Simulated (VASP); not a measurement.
# KCo3 (Pm-3m) in VASP: a series of runs

Runs on KCo3. Level: PBE. Tasks: single point.

All numbers are computed with VASP 6.6.1; they aren't measurements. Logs are shortened: lines on timing, memory, paths and dates and some standing lists are left out, and cuts for length are marked.

## 1. The cell of the first run

Symmetry: Pm-3m, No. 221, cubic system. The conventional cell has a = 4.025 Å, b = 4.025 Å, c = 4.025 Å, α = 90.00°, β = 90.00°, γ = 90.00°. K (site symmetry m-3m) has 12 Co at 2.85 Å within 3.8 Å. Co (site symmetry 4/mmm) has 4 K at 2.85 Å and 8 Co at 2.85 Å within 3.8 Å.

## 2. Single point, PBE, collinear spin, ferromagnetic start

Input file INCAR:

```
SYSTEM = KCo3
PREC = Accurate
ENCUT = 520
EDIFF = 1E-6
ISMEAR = 0
SIGMA = 0.1
LREAL = .FALSE.
LASPH = .TRUE.
NELM = 150
ALGO = Normal
ISIF = 2
LWAVE = .FALSE.
LCHARG = .FALSE.
ISPIN = 2
MAGMOM = 0 3 3 3
LORBIT = 11
LMAXMIX = 4
GGA = PE
NBANDS = 30
```

Input file KPOINTS:

```
Automatic mesh
0
G
  4 4 4
  0 0 0
```

Input file POSCAR:

```
KCo3
1.0
    4.0253307307      0.0000000000      0.0000000000
    0.0000000000      4.0253307307      0.0000000000
    0.0000000000      0.0000000000      4.0253307307
K Co
1 3
Direct
    0.0000000000      0.0000000000      0.0000000000
    0.0000000000      0.5000000000      0.5000000000
    0.5000000000      0.0000000000      0.5000000000
    0.5000000000      0.5000000000      0.0000000000
```

Potentials or basis: VASP PAW PBE potentials, release 64 (K_sv, Co).

On the command line:

```console
$ cat potpaw_PBE.64/K_sv/POTCAR potpaw_PBE.64/Co/POTCAR > POTCAR
$ mpirun -np 1 vasp_std > vasp.out
```

OUTCAR:

```text
SYSTEM = KCo3
   PREC = Accurate
   ENCUT = 520
   EDIFF = 1E-6
   ISMEAR = 0
   LREAL = .FALSE.
   LASPH = .TRUE.
   NELM = 150
   ISIF = 2
   ISPIN = 2
   LORBIT = 11
   GGA = PE

 ion  position               nearest neighbor table
   1  0.000  0.000  0.000-   2 2.85   3 2.85   4 2.85   2 2.85   3 2.85   2 2.85   4 2.85   2 2.85
                             3 2.85   4 2.85   3 2.85   4 2.85
   2  0.000  0.500  0.500-   1 2.85   3 2.85   4 2.85   1 2.85   4 2.85   1 2.85   3 2.85   1 2.85
                             3 2.85   4 2.85   4 2.85   3 2.85
   3  0.500  0.000  0.500-   1 2.85   2 2.85   4 2.85   1 2.85   4 2.85   2 2.85   4 2.85   4 2.85
                             1 2.85   2 2.85   1 2.85   2 2.85
   4  0.500  0.500  0.000-   1 2.85   2 2.85   3 2.85   2 2.85   3 2.85   1 2.85   3 2.85   3 2.85
                             1 2.85   2 2.85   2 2.85   1 2.85

  LATTYP: Found a simple cubic cell.
 ALAT       =     4.0253307307

  Lattice vectors:

 A1 = (   4.0253307307,   0.0000000000,   0.0000000000)
 A2 = (   0.0000000000,   4.0253307307,   0.0000000000)
 A3 = (   0.0000000000,   0.0000000000,   4.0253307307)

Analysis of symmetry for initial positions (statically):
=====================================================================
 Subroutine PRICEL returns:
 Original cell was already a primitive cell.

 Routine SETGRP: Setting up the symmetry group for a
 simple cubic supercell.

 Subroutine GETGRP returns: Found 48 space group operations
 (whereof 48 operations were pure point group operations)
 out of a pool of 48 trial point group operations.

The static configuration has the point symmetry O_h .

Analysis of symmetry for dynamics (positions and initial velocities):
=====================================================================
 Subroutine PRICEL returns:
 Original cell was already a primitive cell.

 Routine SETGRP: Setting up the symmetry group for a
 simple cubic supercell.

 Subroutine GETGRP returns: Found 48 space group operations
 (whereof 48 operations were pure point group operations)
 out of a pool of 48 trial point group operations.

The dynamic configuration has the point symmetry O_h .

Analysis of structural, dynamic, and magnetic symmetry:
=====================================================================
 Subroutine PRICEL returns:
 Original cell was already a primitive cell.

 Routine SETGRP: Setting up the symmetry group for a
 simple cubic supercell.

 Subroutine GETGRP returns: Found 48 space group operations
 (whereof 48 operations were pure point group operations)
 out of a pool of 48 trial point group operations.

The overall configuration has the point symmetry O_h .

 Subroutine INISYM returns: Found 48 space group operations
 (whereof 48 operations are pure point group operations),
 and found     1 'primitive' translations

----------------------------------------------------------------------------------------

                                     Primitive cell

  volume of cell :      65.2236

  direct lattice vectors                    reciprocal lattice vectors
     4.025330731  0.000000000  0.000000000     0.248426792  0.000000000  0.000000000
     0.000000000  4.025330731  0.000000000     0.000000000  0.248426792  0.000000000
     0.000000000  0.000000000  4.025330731     0.000000000  0.000000000  0.248426792

  length of vectors
     4.025330731  4.025330731  4.025330731     0.248426792  0.248426792  0.248426792

  position of ions in fractional coordinates (direct lattice)
     0.000000000  0.000000000  0.000000000
     0.000000000  0.500000000  0.500000000
     0.500000000  0.000000000  0.500000000
     0.500000000  0.500000000  0.000000000

  ion indices of the primitive-cell ions
   primitive index   ion index
                 1           1
                 2           2
                 3           3
                 4           4

----------------------------------------------------------------------------------------

 KPOINTS: Automatic mesh

Automatic generation of k-mesh.
 Grid dimensions read from file:
 generate k-points for:    4    4    4

 Generating k-lattice:

  Cartesian coordinates                     Fractional coordinates (reciprocal lattice)
     0.062106698  0.000000000  0.000000000     0.250000000  0.000000000  0.000000000
     0.000000000  0.062106698  0.000000000     0.000000000  0.250000000  0.000000000
     0.000000000  0.000000000  0.062106698     0.000000000  0.000000000  0.250000000

  Length of vectors
     0.062106698  0.062106698  0.062106698

  Shift w.r.t. Gamma in fractional coordinates (k-lattice)
     0.000000000  0.000000000  0.000000000

 Subroutine IBZKPT returns following result:
 ===========================================

 Found     10 irreducible k-points:

 Following reciprocal coordinates:
            Coordinates               Weight
  0.000000  0.000000  0.000000      1.000000
  0.250000  0.000000  0.000000      6.000000
  0.500000  0.000000  0.000000      3.000000
  0.250000  0.250000  0.000000     12.000000
  0.500000  0.250000  0.000000     12.000000
  0.500000  0.500000  0.000000      3.000000
  0.250000  0.250000  0.250000      8.000000
  0.500000  0.250000  0.250000     12.000000
  0.500000  0.500000  0.250000      6.000000
  0.500000  0.500000  0.500000      1.000000
   k-points           NKPTS =     10   k-points in BZ     NKDIM =     10   number of bands    NBANDS=     30
   number of dos      NEDOS =    301   number of ions     NIONS =      4
   total plane-waves  NPLWV =  27000
   dimension x,y,z NGX =    30 NGY =   30 NGZ =   30
   dimension x,y,z NGXF=    60 NGYF=   60 NGZF=   60
   ions per type =               1   3
   NGX,Y,Z   is equivalent  to a cutoff of  12.39, 12.39, 12.39 a.u.
   NGXF,Y,Z  is equivalent  to a cutoff of  24.78, 24.78, 24.78 a.u.
 SYSTEM =  KCo3
   PREC   = accura    normal or accurate (medium, high low for compatibility)
   ISTART =      0    job   : 0-new  1-cont  2-samecut
   ICHARG =      2    charge: 1-file 2-atom 10-const
   ISPIN  =      2    spin polarized calculation?
   LNONCOLLINEAR =      F non collinear calculations
   LSORBIT =      F    spin-orbit coupling
   LASPH  =      T    aspherical Exc in radial PAW
   ENCUT  =  520.0 eV  38.22 Ry    6.18 a.u.   7.48  7.48  7.48*2*pi/ulx,y,z
   NELM   =    150;   NELMIN=  2; NELMDL= -5     # of ELM steps
   EDIFF  = 0.1E-05   stopping-criterion for ELM
   LREAL  =      F    real-space projection
[... 7 lines left out ...]
   TEBEG  =    0.0;   TEEND  =   0.0 temperature during run
   PSTRESS=    0.0 pullay stress
   NELECT =      36.0000    total number of electrons
   NUPDOWN=      -1.0000    fix difference up-down
   EMIN   =  10.00;   EMAX   =-10.00  energy-range for DOS
   EFERMI =   0.00;   METHOD = LEGACY
   ISMEAR =     0;   SIGMA  =   0.10  broadening in eV -4-tet -1-fermi 0-gaus
   EFERMI_NEDOS =   21; number of points for ismear=-14 and -15
   IALGO  =     38    algorithm
   IMIX   =      4    mixing-type and parameters
     AMIX     =   0.40;   BMIX     =  1.00
     AMIX_MAG =   1.60;   BMIX_MAG =  1.00
  volume/ion in A,a.u.               =      16.31       110.04
  Fermi-wavevector in a.u.,A,eV,Ry     =   1.342891  2.537696 24.536151  1.803356
  Thomas-Fermi vector in A             =   2.471009
   LORBIT       =     11    0 simple, 1 ext, 2 COOP (PROOUT), +10 PAW based schemes
   GGA     = PE    functional components
   LHFCALC =     F    Hartree Fock is set to
   AEXX    =    0.0000 exact exchange contribution
   IVDW    =     0    specifies the selected vdW correction
   LEPSILON=     F    determine dielectric tensor
   LRPA    =     F    only Hartree local field effects (RPA)
 spin polarized calculation
 Gauss-broadening in eV      SIGMA  =   0.10
  energy-cutoff  :      520.00
  volume of cell :       65.22
 maximum number of plane-waves:      1791
 NGX is ok and might be reduce to    30
   NGX = 15   NGY = 15   NGZ = 15

 number of electron      35.9999989 magnetization       4.8434337

 Free energy of the ion-electron system (eV)
  ---------------------------------------------------
  ext. energy  EPLUGINS =         0.00000000
  ---------------------------------------------------
  free energy    TOTEN  =       -16.44671177 eV

  energy without entropy =      -16.39015704  energy(sigma->0) =      -16.41843441

 E-fermi :   5.3945     XC(G=0): -11.0887

 val. band max:        5.3915093205   @ k =   0.5000   0.5000   0.5000
 cond. band min:       5.4353063469   @ k =   0.5000   0.2500   0.2500
 fundamental gap:      0.0437970264
 Fermi energy:         5.3945132099

 spin component 1

 k-point     1 :       0.0000    0.0000    0.0000
  band No.  band energies     occupation
      1     -24.0652      1.00000
      2      -7.7167      1.00000
      3      -7.7167      1.00000
      4      -7.7167      1.00000
      5      -0.5525      1.00000
      6       1.9662      1.00000
[... 319 lines left out ...]
     29      15.5972      0.00000
     30      17.6614      0.00000
 Fermi energy:         5.3945132099

 spin component 2

 k-point     1 :       0.0000    0.0000    0.0000
  band No.  band energies     occupation
      1     -24.1244      1.00000
      2      -7.7810      1.00000
      3      -7.7810      1.00000
      4      -7.7810      1.00000
      5      -0.5190      1.00000
      6       3.3127      1.00000
[... 319 lines left out ...]
     29      15.8370      0.00000
     30      17.7936      0.00000

------------------------ aborting loop because EDIFF is reached ----------------------------------------

  FORCE on cell =-STRESS in cart. coord.  units (eV):
  Direction    XX          YY          ZZ          XY          YZ          ZX
  --------------------------------------------------------------------------------------
  -------------------------------------------------------------------------------------
  Total       -0.8854266     -0.8854266     -0.8854266      0.0000000     -0.0000000      0.0000000
  in kB      -21.7499580    -21.7499580    -21.7499580      0.0000000     -0.0000000      0.0000000
  external PRESSURE =     -21.7499580 kB  Pullay stress =       0.0000000 kB

 VOLUME and BASIS-vectors are now :
 -----------------------------------------------------------------------------
  energy-cutoff  :      520.00
  volume of cell :       65.22
      direct lattice vectors                 reciprocal lattice vectors
     4.025330731  0.000000000  0.000000000     0.248426792  0.000000000  0.000000000
     0.000000000  4.025330731  0.000000000     0.000000000  0.248426792  0.000000000
     0.000000000  0.000000000  4.025330731     0.000000000  0.000000000  0.248426792

 POSITION                                       TOTAL-FORCE (eV/Angst)
 -----------------------------------------------------------------------------------
      0.00000      0.00000      0.00000         0.000000      0.000000      0.000000
      0.00000      2.01267      2.01267         0.000000      0.000000      0.000000
      2.01267      0.00000      2.01267         0.000000      0.000000      0.000000
      2.01267      2.01267      0.00000         0.000000      0.000000      0.000000
 -----------------------------------------------------------------------------------
    total drift:                                0.000000      0.000000     -0.000000

  FREE ENERGIE OF THE ION-ELECTRON SYSTEM (eV)
  ---------------------------------------------------
  free  energy   TOTEN  =       -16.4467117745 eV

  energy  without entropy=      -16.3901570385  energy(sigma->0) =      -16.41843441

 total charge

# of ion       s       p       d       tot
------------------------------------------
    1        2.015   5.581   0.150   7.746
    2        0.406   0.219   7.243   7.868
    3        0.406   0.219   7.243   7.868
    4        0.406   0.219   7.243   7.868
--------------------------------------------------
tot          3.233   6.239  21.878  31.351

 magnetization (x)

# of ion       s       p       d       tot
------------------------------------------
    1       -0.007  -0.020  -0.029  -0.056
    2       -0.012  -0.024   1.749   1.713
    3       -0.012  -0.024   1.749   1.713
    4       -0.012  -0.024   1.749   1.713
--------------------------------------------------
tot         -0.043  -0.091   5.218   5.084
```

It took 68 s on 1 thread of Intel Xeon Platinum 8259CL at 2.50GHz (Skylake/Cascade Lake), shared host; peak memory 0.19 GiB.

Results:

```
Free energy                                           : -16.4467 eV
Pressure                                              : -2.2 GPa
Net moment                                            : 4.84 μB per cell
Site moments                                          : K -0.06; Co +1.71 μB
Valence electrons inside the program's atomic spheres : K 7.75; Co 7.87
```

Caveat: the k points lie up to 0.39 Å⁻¹ apart.

(Continued in part 2 of 2.)
